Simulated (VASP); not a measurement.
# CoSi (P2_1) in VASP: a series of runs

CoSi is run at these levels: PBE; tasks: single point.

All numbers are computed with VASP 6.6.1; they aren't measurements. Logs are shortened: lines on timing, memory, paths and dates and some standing lists are left out, and cuts for length are marked.

## (1) The cell of the first run

It takes space group P2_1 (No. 4, monoclinic). Conventional cell: a = 4.431 Å, b = 4.431 Å, c = 8.562 Å, α = 90.00°, β = 90.00°, γ = 90.00°. Within 2.9 Å of Co (site symmetry 1) lie 7 Si at 2.16 to 2.43 Å and 6 Co at 2.49 to 2.72 Å. Co (site symmetry 1) has 7 Si at 2.32 to 2.43 Å and 6 Co at 2.72 Å within 3.1 Å. Co (site symmetry 1) has 7 Si at 2.06 to 2.43 Å and 6 Co at 2.49 to 2.72 Å within 2.8 Å. Co (site symmetry 1) has 7 Si at 2.32 to 2.43 Å and 6 Co at 2.72 Å within 3.1 Å. Within 2.8 Å of Si (site symmetry 1) lie 7 Co at 2.06 to 2.43 Å and 6 Si at 2.51 to 2.74 Å. Within 3.1 Å of Si (site symmetry 1) lie 7 Co at 2.32 to 2.43 Å and 6 Si at 2.74 Å. Within 2.9 Å of Si (site symmetry 1) lie 7 Co at 2.16 to 2.43 Å and 6 Si at 2.51 to 2.74 Å. Si (site symmetry 1) has 7 Co at 2.32 to 2.43 Å and 6 Si at 2.74 Å within 3.1 Å.

## (2) Single point, PBE (the distance across one plane changed)

File INCAR:

```
ALGO = Normal
EDIFF = 1E-6
ENCUT = 600
GGA = PE
GGA_COMPAT = False
ISIF = 2
ISMEAR = 0
LASPH = True
LCHARG = False
LREAL = False
LWAVE = False
NBANDS = 66
NELM = 120
PREC = Accurate
SIGMA = 0.15
```

File KPOINTS:

```
k-points
0
Gamma
  9 9 5
```

File POSCAR:

```
CoSi
1.0
    0.0000000000     -4.4308490675      0.0000000000
    0.0000000000      0.0000000000     -4.4308490675
    8.5616981350      0.0000000000      0.0000000000
Co Si
8 8
Direct
    0.8549810878      0.8549810878      0.8513300047
    0.8549810878      0.8549810878      0.3338101158
    0.1450189122      0.3549810878      0.9599896064
    0.1450189122      0.3549810878      0.4424697176
    0.6450189122      0.1450189122      0.0750501713
    0.6450189122      0.1450189122      0.5925700602
    0.3549810878      0.6450189122      0.1837097731
    0.3549810878      0.6450189122      0.7012296620
    0.1568402896      0.1568402896      0.1775919752
    0.1568402896      0.1568402896      0.6951118641
    0.8431597104      0.6568402896      0.0811679692
    0.8431597104      0.6568402896      0.5986878581
    0.3431597104      0.8431597104      0.9538718085
    0.3431597104      0.8431597104      0.4363519196
    0.6568402896      0.3431597104      0.8574478026
    0.6568402896      0.3431597104      0.3399279137
```

Potentials or basis: VASP PAW PBE potentials, release 64 (Co, Si).

Started as:

```
> cat potpaw_PBE.64/Co/POTCAR potpaw_PBE.64/Si/POTCAR > POTCAR
> mpirun -np 1 vasp_std > vasp.out
```

OUTCAR:

```text
EDIFF = 1E-6
   ENCUT = 600
   GGA = PE
   ISIF = 2
   ISMEAR = 0
   LASPH = True
   LREAL = False
   NELM = 120
   PREC = Accurate

 ion  position               nearest neighbor table
   1  0.855  0.855  0.851-  11 2.16  10 2.32  13 2.34  15 2.34  12 2.34  13 2.43  15 2.43   5 2.49
                             3 2.72   3 2.72   8 2.72   8 2.72   6 2.72
   2  0.855  0.855  0.334-   9 2.32  14 2.34  16 2.34  11 2.34  12 2.43  14 2.43  16 2.43   6 2.72
                             4 2.72   4 2.72   7 2.72   7 2.72   5 2.72
   3  0.145  0.355  0.960-   9 2.06  11 2.16  15 2.34  13 2.34  10 2.43  15 2.43  13 2.43   7 2.49
                             5 2.60   5 2.60   8 2.72   1 2.72   1 2.72
   4  0.145  0.355  0.442-  12 2.32  10 2.34  14 2.34  16 2.34  14 2.43  16 2.43   9 2.43   8 2.72
                             6 2.72   6 2.72   2 2.72   2 2.72   7 2.72
   5  0.645  0.145  0.075-  15 2.06  13 2.16  11 2.34   9 2.34  11 2.43   9 2.43  16 2.43   1 2.49
                             3 2.60   3 2.60   7 2.72   7 2.72   2 2.72
   6  0.645  0.145  0.593-  14 2.32  16 2.34  12 2.34  10 2.34  12 2.43  10 2.43  15 2.43   2 2.72
                             4 2.72   4 2.72   8 2.72   8 2.72   1 2.72
   7  0.355  0.645  0.184-  13 2.16  16 2.32  14 2.34   9 2.34  11 2.34   9 2.43  11 2.43   3 2.49
                             5 2.72   5 2.72   2 2.72   2 2.72   4 2.72
   8  0.355  0.645  0.701-  15 2.32  13 2.34  10 2.34  12 2.34  10 2.43  12 2.43  14 2.43   3 2.72
                             4 2.72   6 2.72   6 2.72   1 2.72   1 2.72
   9  0.157  0.157  0.178-   3 2.06   2 2.32   7 2.34   5 2.34   7 2.43   5 2.43   4 2.43  13 2.51
                            14 2.74  16 2.74  16 2.74  11 2.74  11 2.74
  10  0.157  0.157  0.695-   1 2.32   4 2.34   8 2.34   6 2.34   3 2.43   8 2.43   6 2.43  13 2.74
                            15 2.74  15 2.74  12 2.74  12 2.74  14 2.74
  11  0.843  0.657  0.081-   1 2.16   3 2.16   5 2.34   7 2.34   2 2.34   5 2.43   7 2.43  15 2.51
                            13 2.60  13 2.60   9 2.74   9 2.74  16 2.74
  12  0.843  0.657  0.599-   4 2.32   6 2.34   8 2.34   1 2.34   2 2.43   6 2.43   8 2.43  16 2.74
                            14 2.74  14 2.74  10 2.74  10 2.74  15 2.74
  13  0.343  0.843  0.954-   7 2.16   5 2.16   1 2.34   8 2.34   3 2.34   1 2.43   3 2.43   9 2.51
                            11 2.60  11 2.60  10 2.74  15 2.74  15 2.74
  14  0.343  0.843  0.436-   6 2.32   2 2.34   7 2.34   4 2.34   2 2.43   4 2.43   8 2.43   9 2.74
                            16 2.74  16 2.74  12 2.74  12 2.74  10 2.74
  15  0.657  0.343  0.857-   5 2.06   8 2.32   3 2.34   1 2.34   3 2.43   1 2.43   6 2.43  11 2.51
                            13 2.74  13 2.74  10 2.74  10 2.74  12 2.74
  16  0.657  0.343  0.340-   7 2.32   6 2.34   2 2.34   4 2.34   2 2.43   4 2.43   5 2.43  12 2.74
                            14 2.74  14 2.74   9 2.74   9 2.74  11 2.74

  LATTYP: Found a simple tetragonal cell.
 ALAT       =     4.4308490675
 C/A-ratio  =     1.9322928867

  Lattice vectors:

 A1 = (   0.0000000000,  -4.4308490675,   0.0000000000)
 A2 = (   0.0000000000,   0.0000000000,  -4.4308490675)
 A3 = (   8.5616981350,   0.0000000000,   0.0000000000)

Analysis of symmetry for initial positions (statically):
=====================================================================
 Subroutine PRICEL returns:
 Original cell was already a primitive cell.

 Routine SETGRP: Setting up the symmetry group for a
 simple tetragonal supercell.

 Subroutine GETGRP returns: Found  2 space group operations
 (whereof  1 operations were pure point group operations)
 out of a pool of 16 trial point group operations.

The static configuration has the point symmetry C_1 .
 The point group associated with its full space group is C_2 .

Analysis of symmetry for dynamics (positions and initial velocities):
=====================================================================
 Subroutine PRICEL returns:
 Original cell was already a primitive cell.

 Routine SETGRP: Setting up the symmetry group for a
 simple tetragonal supercell.

 Subroutine GETGRP returns: Found  2 space group operations
 (whereof  1 operations were pure point group operations)
 out of a pool of 16 trial point group operations.

The dynamic configuration has the point symmetry C_1 .
 The point group associated with its full space group is C_2 .

 Subroutine INISYM returns: Found  2 space group operations
 (whereof  1 operations are pure point group operations),
 and found     1 'primitive' translations

----------------------------------------------------------------------------------------

                                     Primitive cell

[... 58 lines left out ...]
     0.000000000 -0.025076709  0.000000000     0.111111111  0.000000000  0.000000000
     0.000000000  0.000000000 -0.025076709     0.000000000  0.111111111  0.000000000
     0.023359852  0.000000000  0.000000000     0.000000000  0.000000000  0.200000000

  Length of vectors
     0.025076709  0.025076709  0.023359852

  Shift w.r.t. Gamma in fractional coordinates (k-lattice)
     0.000000000  0.000000000  0.000000000

 Subroutine IBZKPT returns following result:
 ===========================================

 Found    115 irreducible k-points:

 Following reciprocal coordinates:
            Coordinates               Weight
  0.000000  0.000000  0.000000      1.000000
  0.111111  0.000000  0.000000      2.000000
  0.000000  0.111111  0.000000      2.000000
  0.222222  0.000000  0.000000      2.000000
  0.000000  0.222222  0.000000      2.000000
  0.333333  0.000000  0.000000      2.000000
[... 16 lines left out ...]
  0.444444  0.333333  0.000000      4.000000
 -0.333333  0.444444  0.000000      4.000000
 [... further k-points ...]
   k-points           NKPTS =    115   k-points in BZ     NKDIM =    115   number of bands    NBANDS=     66
   number of dos      NEDOS =    301   number of ions     NIONS =     16
   total plane-waves  NPLWV =  90720
   dimension x,y,z NGX =    36 NGY =   36 NGZ =   70
   dimension x,y,z NGXF=    72 NGYF=   72 NGZF=  140
   ions per type =               8   8
   NGX,Y,Z   is equivalent  to a cutoff of  13.51, 13.51, 13.59 a.u.
   NGXF,Y,Z  is equivalent  to a cutoff of  27.01, 27.01, 27.18 a.u.
 SYSTEM =  unknown system
   PREC   = accura    normal or accurate (medium, high low for compatibility)
   ISTART =      0    job   : 0-new  1-cont  2-samecut
   ICHARG =      2    charge: 1-file 2-atom 10-const
   ISPIN  =      1    spin polarized calculation?
   LNONCOLLINEAR =      F non collinear calculations
   LSORBIT =      F    spin-orbit coupling
   LASPH  =      T    aspherical Exc in radial PAW
   ENCUT  =  600.0 eV  44.10 Ry    6.64 a.u.   8.85  8.85 17.10*2*pi/ulx,y,z
   NELM   =    120;   NELMIN=  2; NELMDL= -5     # of ELM steps
   EDIFF  = 0.1E-05   stopping-criterion for ELM
   LREAL  =      F    real-space projection
   EDIFFG = 0.1E-04   stopping-criterion for IOM
   NSW    =      0    number of steps for IOM
   IBRION =     -1    ionic relax: 0-MD 1-quasi-New 2-CG
   NFREE  =      0    steps in history (QN), initial steepest desc. (CG)
   ISIF   =      2    stress and relaxation
   ISYM   =      2    0-nonsym 1-usesym 2-fastsym
   POTIM  = 0.5000    time-step for ionic-motion
   TEBEG  =    0.0;   TEEND  =   0.0 temperature during run
   PSTRESS=    0.0 pullay stress
   NELECT =     104.0000    total number of electrons
   NUPDOWN=      -1.0000    fix difference up-down
   EMIN   =  10.00;   EMAX   =-10.00  energy-range for DOS
   EFERMI =   0.00;   METHOD = LEGACY
   ISMEAR =     0;   SIGMA  =   0.15  broadening in eV -4-tet -1-fermi 0-gaus
   EFERMI_NEDOS =   21; number of points for ismear=-14 and -15
   IALGO  =     38    algorithm
   IMIX   =      4    mixing-type and parameters
     AMIX     =   0.40;   BMIX     =  1.00
     AMIX_MAG =   1.60;   BMIX_MAG =  1.00
  volume/ion in A,a.u.               =      10.51        70.89
  Fermi-wavevector in a.u.,A,eV,Ry     =   1.395001  2.636171 26.477334  1.946029
  Thomas-Fermi vector in A             =   2.518496
   LORBIT       =      0    0 simple, 1 ext, 2 COOP (PROOUT), +10 PAW based schemes
   GGA     = PE    functional components
   LHFCALC =     F    Hartree Fock is set to
   AEXX    =    0.0000 exact exchange contribution
   IVDW    =     0    specifies the selected vdW correction
   LEPSILON=     F    determine dielectric tensor
   LRPA    =     F    only Hartree local field effects (RPA)
 non-spin polarized calculation
 Gauss-broadening in eV      SIGMA  =   0.15
  energy-cutoff  :      600.00
  volume of cell :      168.09
 maximum number of plane-waves:      5644
   NGX = 17   NGY = 17   NGZ = 35

 number of electron     104.0000008 magnetization

 Free energy of the ion-electron system (eV)
  ---------------------------------------------------
  ext. energy  EPLUGINS =         0.00000000
  ---------------------------------------------------
  free energy    TOTEN  =      -108.16035906 eV

  energy without entropy =     -108.12651498  energy(sigma->0) =     -108.14343702

 E-fermi :  12.6868     XC(G=0): -13.0317

 val. band max:       12.6798946564   @ k =   0.0000   0.4444   0.0000
 cond. band min:      12.6885552349   @ k =   0.4444   0.4444   0.2000
 fundamental gap:      0.0086605785
 Fermi energy:        12.6868006621

 k-point     1 :       0.0000    0.0000    0.0000
  band No.  band energies     occupation
      1      -1.4029      2.00000
      2       0.4669      2.00000
      3       0.7742      2.00000
      4       3.9305      2.00000
      5       4.2346      2.00000
      6       4.4651      2.00000
[... 1597 lines left out ...]
     63      16.6571      0.00000
     64      16.8615      0.00000

 [... further k-points ...]

 [bands above 64 left out]

------------------------ aborting loop because EDIFF is reached ----------------------------------------

  FORCE on cell =-STRESS in cart. coord.  units (eV):
  Direction    XX          YY          ZZ          XY          YZ          ZX
  --------------------------------------------------------------------------------------
  -------------------------------------------------------------------------------------
  Total       21.7775733      6.8767911      8.4220863      0.0000000      0.0000000      2.8604835
  in kB      207.5803515     65.5484751     80.2779813      0.0000000      0.0000000     27.2656719
  external PRESSURE =     117.8022693 kB  Pullay stress =       0.0000000 kB

 VOLUME and BASIS-vectors are now :
 -----------------------------------------------------------------------------
  energy-cutoff  :      600.00
  volume of cell :      168.09
      direct lattice vectors                 reciprocal lattice vectors
     0.000000000 -4.430849067  0.000000000     0.000000000 -0.225690378  0.000000000
     0.000000000  0.000000000 -4.430849067     0.000000000  0.000000000 -0.225690378
     8.561698135  0.000000000  0.000000000     0.116799259  0.000000000  0.000000000

 POSITION                                       TOTAL-FORCE (eV/Angst)
 -----------------------------------------------------------------------------------
      7.28883     -3.78829     -3.78829        -1.926393     -0.377994     -0.175892
      2.85798     -3.78829     -3.78829         0.027006      0.027484      0.014870
      8.21914     -0.64256     -1.57287        -3.301739     -0.223177     -0.006273
      3.78829     -0.64256     -1.57287         0.022470     -0.014451      0.028059
      0.64256     -2.85798     -0.64256         3.301739     -0.223177      0.006273
      5.07341     -2.85798     -0.64256        -0.022470     -0.014451     -0.028059
[... 8 lines left out ...]
      7.34121     -2.91036     -1.52049        -2.731647      0.148495     -0.780604
      2.91036     -2.91036     -1.52049         0.230733     -0.053137      0.024631
 -----------------------------------------------------------------------------------
    total drift:                                0.000004      0.000038     -0.000001

  FREE ENERGIE OF THE ION-ELECTRON SYSTEM (eV)
  ---------------------------------------------------
  free  energy   TOTEN  =      -108.1603590648 eV

  energy  without entropy=     -108.1265149817  energy(sigma->0) =     -108.14343702
```

Wall time 21 min (1 thread of Intel Xeon 6975P-C (Granite Rapids), shared host); peak memory 1.1 GiB.

Results:

| Item | Value |
| --- | --- |
| Free energy | -108.1604 eV |
| Pressure | 11.8 GPa |
| Largest force | 3.309 eV/Å |
| Band gap on the k mesh | zero (bands 52 and 53 overlap by 0.11 eV) |

Forces in eV/Å, atoms in the order of the input:
```
Co  -1.926 -0.378 -0.176
Co   0.027  0.027  0.015
Co  -3.302 -0.223 -0.006
Co   0.022 -0.014  0.028
Co   3.302 -0.223  0.006
Co  -0.022 -0.014 -0.028
Co   1.926 -0.378  0.176
Co  -0.027  0.027 -0.015
Si   2.732  0.148  0.781
Si  -0.231 -0.053 -0.025
Si   2.486  0.496 -0.328
Si  -0.089 -0.003  0.018
Si  -2.486  0.496  0.328
Si   0.089 -0.003 -0.018
Si  -2.732  0.148 -0.781
Si   0.231 -0.053  0.025
```

Stress tensor (GPa, compression positive):
```
20.76  0.00  2.73
 0.00  6.55  0.00
 2.73  0.00  8.03
```

Caveat: the cell differs from its parent crystal (the distance across one plane changed); the stress differs along the axes, from 7 to 21 GPa; forces of over 1 eV/Å act on the atoms, so gaps and moduli don't describe the material at rest. Spin polarisation is off, so any magnetic state and its effect on volume and gap are missing.

## (3) Single point, PBE (the distance across one plane changed)

File INCAR:

```
SYSTEM = CoSi
PREC     = Accurate       ! precision mode
ENCUT    = 600            ! plane-wave cutoff, eV
EDIFF    = 1E-6           ! SCF threshold, eV
ISMEAR   = 0              ! smearing method
SIGMA    = 0.15           ! smearing width, eV
LREAL    = .False.        ! projectors in reciprocal space
LASPH    = .True.         ! aspherical terms in the spheres
NELM     = 120            ! most SCF steps
ALGO     = Normal         ! electronic algorithm
ISIF     = 2              ! what is computed and relaxed
LWAVE    = .False.        ! write WAVECAR
LCHARG   = .False.        ! write CHGCAR
GGA      = PE             ! functional
NBANDS   = 66             ! bands
GGA_COMPAT= .False.      
KPAR     = 4
```

File KPOINTS:

```
Automatic mesh
0
Gamma
  9 9 5
  0 0 0
```

File POSCAR:

```
CoSi
1.0
    0.0000000000     -4.4308490675      0.0000000000
    0.0000000000      0.0000000000     -4.4308490675
   11.8616981350      0.0000000000      0.0000000000
Co Si
8 8
Direct
    0.8549810878      0.8549810878      0.6144845730
    0.8549810878      0.8549810878      0.2409420146
    0.1450189122      0.3549810878      0.6929143812
    0.1450189122      0.3549810878      0.3193718229
    0.6450189122      0.1450189122      0.0541707355
    0.6450189122      0.1450189122      0.4277132938
    0.3549810878      0.6450189122      0.1326005437
    0.3549810878      0.6450189122      0.5061431020
    0.1568402896      0.1568402896      0.1281847561
    0.1568402896      0.1568402896      0.5017273145
    0.8431597104      0.6568402896      0.0585865230
    0.8431597104      0.6568402896      0.4321290814
    0.3431597104      0.8431597104      0.6884985936
    0.3431597104      0.8431597104      0.3149560353
    0.6568402896      0.3431597104      0.6189003605
    0.6568402896      0.3431597104      0.2453578022
```

Potentials or basis: VASP PAW PBE potentials, release 64 (Co, Si).

Started as:

```
> cat potpaw_PBE.64/Co/POTCAR potpaw_PBE.64/Si/POTCAR > POTCAR
> mpirun -np 4 vasp_std > vasp.out
```

Wall time 16 min (4 MPI ranks of Oxide Virtual Turin-like, shared host); peak memory 1.4 GiB.

It converged, with:

```
Free energy            : -104.5315 eV
Pressure               : -5.0 GPa
Largest force          : 1.190 eV/Å
Band gap on the k mesh : zero (bands 52 and 53 overlap by 0.25 eV)
```

Forces in eV/Å, atoms in the order of the input:
```
Co  -0.217  0.393  0.071
Co   0.381  0.069  0.064
Co  -1.015 -0.558  0.272
Co  -0.082  0.057  0.028
Co   1.015 -0.558 -0.272
Co   0.082  0.057 -0.028
Co   0.217  0.393 -0.071
Co  -0.381  0.069 -0.064
Si  -0.978 -0.090 -0.086
Si   0.462 -0.005  0.058
Si  -0.096  0.150  0.478
Si   0.183 -0.016 -0.022
Si   0.096  0.150 -0.478
Si  -0.183 -0.016  0.022
Si   0.978 -0.090  0.086
Si  -0.462 -0.005 -0.058
```

Stress tensor (GPa, compression positive):
```
-2.30  0.00 -0.51
 0.00 -6.22  0.00
-0.51  0.00 -6.37
```

Levels at points of the mesh, in eV from the Fermi level:
```tsv
k point	band 50	band 51	band 52	band 53	band 54	band 55
(0.00, 0.00, 0.00)	-0.32	-0.11	-0.07	0.42	0.47	0.74
```

Caveat: the cell differs from its parent crystal (the distance across one plane changed); the cell stands under tension; forces of over 1 eV/Å act on the atoms, so gaps and moduli don't describe the material at rest.
